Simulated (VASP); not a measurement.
# Ag (Fm-3m) in VASP: density of states with PBE

Aim: the density of states of Ag with PBE.

Everything below comes from runs of VASP 6.6.1. Logs are shortened: lines on timing, memory, paths and dates and some standing lists are left out, and cuts for length are marked.

## Step 1: The cell of the first run

The structure is cubic, space group Fm-3m (No. 225). Conventional cell: a = 4.141 Å, b = 4.141 Å, c = 4.141 Å, α = 90.00°, β = 90.00°, γ = 90.00°. Ag (site symmetry m-3m) has 12 Ag at 2.93 Å within 3.9 Å.

## Step 2: Density of states, PBE

File POSCAR:

```
Ag
1.0
    0.0000000000      2.0706460000      2.0706460000
    2.0706460000      0.0000000000      2.0706460000
    2.0706460000      2.0706460000      0.0000000000
Ag
1
Direct
    0.0000000000      0.0000000000      0.0000000000
```

File INCAR.step1:

```
ALGO = Normal
EDIFF = 1E-6
ENCUT = 400
GGA = PE
GGA_COMPAT = F
ISIF = 2
ISMEAR = 0
LASPH = T
LCHARG = T
LMAXMIX = 4
LORBIT = 11
LREAL = F
LWAVE = F
NBANDS = 12
NEDOS = 2001
NELM = 120
PREC = Accurate
SIGMA = 0.1579
```

File KPOINTS.step1:

```
k-points
0
Gamma
  14 14 14
```

File INCAR.step2:

```
ALGO = Normal
EDIFF = 1E-6
ENCUT = 400
GGA = PE
GGA_COMPAT = F
ICHARG = 11
ISIF = 2
ISMEAR = -5
LASPH = T
LCHARG = F
LMAXMIX = 4
LORBIT = 10
LREAL = F
LWAVE = F
NEDOS = 2001
NELM = 120
PREC = Accurate
SIGMA = 0.1579
```

File KPOINTS.step2:

```
k-points
0
Gamma
  21 21 21
```

Potentials or basis: VASP PAW PBE potentials, release 64 (Ag).

Command:

```
$ cat potpaw_PBE.64/Ag/POTCAR > POTCAR
$ cp INCAR.step1 INCAR
$ cp KPOINTS.step1 KPOINTS
$ mpirun -np 1 vasp_std > vasp.out
$ cp INCAR.step2 INCAR
$ cp KPOINTS.step2 KPOINTS
$ mpirun -np 1 vasp_std > vasp.out
```

OUTCAR:

```text
EDIFF = 1E-6
   ENCUT = 400
   GGA = PE
   ICHARG = 11
   ISIF = 2
   ISMEAR = -5
   LASPH = T
   LORBIT = 10
   LREAL = F
   NELM = 120
   PREC = Accurate

 ion  position               nearest neighbor table
   1  0.000  0.000  0.000-

  LATTYP: Found a face centered cubic cell.
 ALAT       =     4.1412920000

  Lattice vectors:

 A1 = (   0.0000000000,   2.0706460000,   2.0706460000)
 A2 = (   2.0706460000,   0.0000000000,   2.0706460000)
 A3 = (   2.0706460000,   2.0706460000,   0.0000000000)

Analysis of symmetry for initial positions (statically):
=====================================================================
 Subroutine PRICEL returns:
 Original cell was already a primitive cell.

 Routine SETGRP: Setting up the symmetry group for a
 face centered cubic supercell.

 Subroutine GETGRP returns: Found 48 space group operations
 (whereof 48 operations were pure point group operations)
 out of a pool of 48 trial point group operations.

The static configuration has the point symmetry O_h .

Analysis of symmetry for dynamics (positions and initial velocities):
=====================================================================
 Subroutine PRICEL returns:
 Original cell was already a primitive cell.

 Routine SETGRP: Setting up the symmetry group for a
 face centered cubic supercell.

 Subroutine GETGRP returns: Found 48 space group operations
 (whereof 48 operations were pure point group operations)
 out of a pool of 48 trial point group operations.

The dynamic configuration has the point symmetry O_h .

 Subroutine INISYM returns: Found 48 space group operations
 (whereof 48 operations are pure point group operations),
 and found     1 'primitive' translations

----------------------------------------------------------------------------------------

                                     Primitive cell

  volume of cell :      17.7561

  direct lattice vectors                    reciprocal lattice vectors
     0.000000000  2.070646000  2.070646000    -0.241470536  0.241470536  0.241470536
     2.070646000  0.000000000  2.070646000     0.241470536 -0.241470536  0.241470536
     2.070646000  2.070646000  0.000000000     0.241470536  0.241470536 -0.241470536

  length of vectors
     2.928335656  2.928335656  2.928335656     0.418239237  0.418239237  0.418239237

  position of ions in fractional coordinates (direct lattice)
     0.000000000  0.000000000  0.000000000

  ion indices of the primitive-cell ions
   primitive index   ion index
                 1           1

----------------------------------------------------------------------------------------

 KPOINTS: k-points

Automatic generation of k-mesh.
 Grid dimensions read from file:
 generate k-points for:   21   21   21

 Generating k-lattice:

  Cartesian coordinates                     Fractional coordinates (reciprocal lattice)
    -0.011498597  0.011498597  0.011498597     0.047619048  0.000000000  0.000000000
     0.011498597 -0.011498597  0.011498597     0.000000000  0.047619048  0.000000000
     0.011498597  0.011498597 -0.011498597     0.000000000  0.000000000  0.047619048

  Length of vectors
     0.019916154  0.019916154  0.019916154

  Shift w.r.t. Gamma in fractional coordinates (k-lattice)
     0.000000000  0.000000000  0.000000000

 TETIRR: Found   1276 inequivalent tetrahedra from    55566

 Subroutine IBZKPT returns following result:
 ===========================================

 Found    286 irreducible k-points:

 Following reciprocal coordinates:
            Coordinates               Weight
  0.000000  0.000000  0.000000      1.000000
  0.047619  0.000000  0.000000      8.000000
  0.095238  0.000000  0.000000      8.000000
  0.142857  0.000000  0.000000      8.000000
  0.190476  0.000000  0.000000      8.000000
  0.238095  0.000000  0.000000      8.000000
[... 16 lines left out ...]
 -0.428571  0.047619  0.000000     24.000000
 -0.380952  0.047619  0.000000     24.000000
 [... further k-points ...]
   k-points           NKPTS =    286   k-points in BZ     NKDIM =    286   number of bands    NBANDS=      9
   number of dos      NEDOS =   2001   number of ions     NIONS =      1
   total plane-waves  NPLWV =   8000
   dimension x,y,z NGX =    20 NGY =   20 NGZ =   20
   dimension x,y,z NGXF=    40 NGYF=   40 NGZF=   40
   ions per type =               1
   NGX,Y,Z   is equivalent  to a cutoff of  11.35, 11.35, 11.35 a.u.
   NGXF,Y,Z  is equivalent  to a cutoff of  22.71, 22.71, 22.71 a.u.
 SYSTEM =  unknown system
   PREC   = accura    normal or accurate (medium, high low for compatibility)
   ISTART =      0    job   : 0-new  1-cont  2-samecut
   ICHARG =     11    charge: 1-file 2-atom 10-const
   ISPIN  =      1    spin polarized calculation?
   LNONCOLLINEAR =      F non collinear calculations
   LSORBIT =      F    spin-orbit coupling
   LASPH  =      T    aspherical Exc in radial PAW
   ENCUT  =  400.0 eV  29.40 Ry    5.42 a.u.   4.78  4.78  4.78*2*pi/ulx,y,z
   NELM   =    120;   NELMIN=  2; NELMDL=  0     # of ELM steps
   EDIFF  = 0.1E-05   stopping-criterion for ELM
   LREAL  =      F    real-space projection
   EDIFFG = 0.1E-04   stopping-criterion for IOM
   NSW    =      0    number of steps for IOM
   IBRION =     -1    ionic relax: 0-MD 1-quasi-New 2-CG
   NFREE  =      0    steps in history (QN), initial steepest desc. (CG)
   ISIF   =      2    stress and relaxation
   ISYM   =      2    0-nonsym 1-usesym 2-fastsym
   POTIM  = 0.5000    time-step for ionic-motion
   TEBEG  =    0.0;   TEEND  =   0.0 temperature during run
   PSTRESS=    0.0 pullay stress
   NELECT =      11.0000    total number of electrons
   NUPDOWN=      -1.0000    fix difference up-down
   EMIN   =  10.00;   EMAX   =-10.00  energy-range for DOS
   EFERMI =   0.00;   METHOD = LEGACY
   ISMEAR =    -5;   SIGMA  =   0.16  broadening in eV -4-tet -1-fermi 0-gaus
   EFERMI_NEDOS =   21; number of points for ismear=-14 and -15
   IALGO  =     38    algorithm
   IMIX   =      4    mixing-type and parameters
     AMIX     =   0.40;   BMIX     =  1.00
     AMIX_MAG =   1.60;   BMIX_MAG =  1.00
  volume/ion in A,a.u.               =      17.76       119.82
  Fermi-wavevector in a.u.,A,eV,Ry     =   1.395586  2.637275 26.499519  1.947660
  Thomas-Fermi vector in A             =   2.519023
   LORBIT       =     10    0 simple, 1 ext, 2 COOP (PROOUT), +10 PAW based schemes
   GGA     = PE    functional components
   LHFCALC =     F    Hartree Fock is set to
   AEXX    =    0.0000 exact exchange contribution
   IVDW    =     0    specifies the selected vdW correction
   LEPSILON=     F    determine dielectric tensor
   LRPA    =     F    only Hartree local field effects (RPA)
 non-spin polarized calculation
 Fermi weights with tetrahedron method with Bloechl corrections
  energy-cutoff  :      400.00
  volume of cell :       17.76
 maximum number of plane-waves:       334

 number of electron      10.9999991 magnetization

 Free energy of the ion-electron system (eV)
  ---------------------------------------------------
  ext. energy  EPLUGINS =         0.00000000
  ---------------------------------------------------
  free energy    TOTEN  =        -2.71743299 eV

  energy without entropy =       -2.71743299  energy(sigma->0) =       -2.71743299

 E-fermi :   7.9270     XC(G=0): -11.9690

 val. band max:        7.8986069815   @ k =  -0.2381   0.2857   0.0952
 cond. band min:       7.9635512038   @ k =   0.4762   0.3333   0.0476
 fundamental gap:      0.0649442223
 Fermi energy:         7.9270237451

 k-point     1 :       0.0000    0.0000    0.0000
  band No.  band energies     occupation
      1       0.4046      2.00000
      2       3.2161      2.00000
      3       3.2161      2.00000
      4       3.2161      2.00000
      5       4.1779      2.00000
      6       4.1779      2.00000
      7      23.8110      0.00000
      8      27.1486      0.00000
      9      27.1486      0.00000

 k-point     2 :       0.0476    0.0000    0.0000
  band No.  band energies     occupation
      1       0.4735      2.00000
      2       3.2007      2.00000
      3       3.2348      2.00000
      4       3.2348      2.00000
      5       4.1707      2.00000
      6       4.1707      2.00000
      7      23.8195      0.00000
      8      26.5018      0.00000
      9      27.1685      0.00000

 k-point     3 :       0.0952    0.0000    0.0000
  band No.  band energies     occupation
      1       0.6751      2.00000
      2       3.1621      2.00000
      3       3.2856      2.00000
      4       3.2856      2.00000
      5       4.1545      2.00000
      6       4.1545      2.00000
      7      23.6779      0.00000
      8      25.2894      0.00000
      9      27.2167      0.00000

 k-point     4 :       0.1429    0.0000    0.0000
  band No.  band energies     occupation
      1       0.9894      2.00000
      2       3.1266      2.00000
      3       3.3512      2.00000
      4       3.3512      2.00000
      5       4.1467      2.00000
      6       4.1467      2.00000
      7      22.6637      0.00000
      8      24.7012      0.00000
      9      27.2577      0.00000

 k-point     5 :       0.1905    0.0000    0.0000
  band No.  band energies     occupation
      1       1.3636      2.00000
      2       3.1552      2.00000
      3       3.4013      2.00000
      4       3.4013      2.00000
      5       4.1755      2.00000
      6       4.1755      2.00000
      7      20.9843      0.00000
      8      24.5906      0.00000
      9      27.2335      0.00000

 k-point     6 :       0.2381    0.0000    0.0000
  band No.  band energies     occupation
      1       1.6826      2.00000
      2       3.3714      2.00000
      3       3.4090      2.00000
      4       3.4090      2.00000
      5       4.2647      2.00000
      6       4.2647      2.00000
      7      19.1725      0.00000
      8      24.4084      0.00000
      9      27.0757      0.00000
[... 169 lines left out ...]
 k-point    21 :       0.4762    0.0476    0.0000
  band No.  band energies     occupation
      1       1.7789      2.00000
      2       3.1793      2.00000
      3       3.2390      2.00000
      4       4.7395      2.00000
      5       4.9179      2.00000
      6       7.4271      2.09503
      7      11.7092      0.00000
      8      23.0311      0.00000
      9      24.9841      0.00000

 k-point    22 :      -0.4762    0.0476    0.0000
  band No.  band energies     occupation
      1       1.7701      2.00000
      2       3.1750      2.00000
      3       3.2268      2.00000
      4       4.7969      2.00000
      5       4.9077      2.00000
      6       7.7619      1.97741
      7      11.2951      0.00000
      8      22.9751      0.00000
      9      25.1376      0.00000

 k-point    23 :      -0.4286    0.0476    0.0000
  band No.  band energies     occupation
      1       1.7887      2.00000
      2       3.1950      2.00000
      3       3.2385      2.00000
      4       4.7712      2.00000
      5       4.8325      2.00000
      6       7.1555      2.01692
      7      12.0676      0.00000
      8      23.0296      0.00000
      9      24.7760      0.00000

 k-point    24 :      -0.3810    0.0476    0.0000
  band No.  band energies     occupation
      1       1.8294      2.00000
      2       3.2362      2.00000
      3       3.2726      2.00000
      4       4.6539      2.00000
      5       4.7018      2.00000
      6       6.2015      2.00000
      7      13.4466      0.00000
      8      23.1850      0.00000
      9      24.9059      0.00000

 [... further k-points ...]
[... 5 lines left out ...]
  --------------------------------------------------------------------------------------
  -------------------------------------------------------------------------------------
  Total       -0.0233998     -0.0233998     -0.0233998      0.0000000     -0.0000000     -0.0000000
  in kB       -2.1114254     -2.1114254     -2.1114254      0.0000000     -0.0000000     -0.0000000
  external PRESSURE =      -2.1114254 kB  Pullay stress =       0.0000000 kB

 VOLUME and BASIS-vectors are now :
 -----------------------------------------------------------------------------
  energy-cutoff  :      400.00
  volume of cell :       17.76
      direct lattice vectors                 reciprocal lattice vectors
     0.000000000  2.070646000  2.070646000    -0.241470536  0.241470536  0.241470536
     2.070646000  0.000000000  2.070646000     0.241470536 -0.241470536  0.241470536
     2.070646000  2.070646000  0.000000000     0.241470536  0.241470536 -0.241470536

 POSITION                                       TOTAL-FORCE (eV/Angst)
 -----------------------------------------------------------------------------------
      0.00000      0.00000      0.00000         0.000000      0.000000      0.000000
 -----------------------------------------------------------------------------------
    total drift:                                0.000000     -0.000000      0.000000

  FREE ENERGIE OF THE ION-ELECTRON SYSTEM (eV)
  ---------------------------------------------------
  free  energy   TOTEN  =        -2.7174329927 eV

  energy  without entropy=       -2.7174329927  energy(sigma->0) =       -2.71743299

 total charge

# of ion       s       p       d       tot
------------------------------------------
    1        0.409   0.275   9.157   9.840
```

It took 19 s on 1 thread of Intel Xeon 6975P-C, shared host; peak memory 0.15 GiB.

Results:

```yaml
Valence_electrons_inside_the_program's_atomic_spheres: Ag 9.84
```

Caveat: tetrahedron occupations give inexact forces and stress in metals.
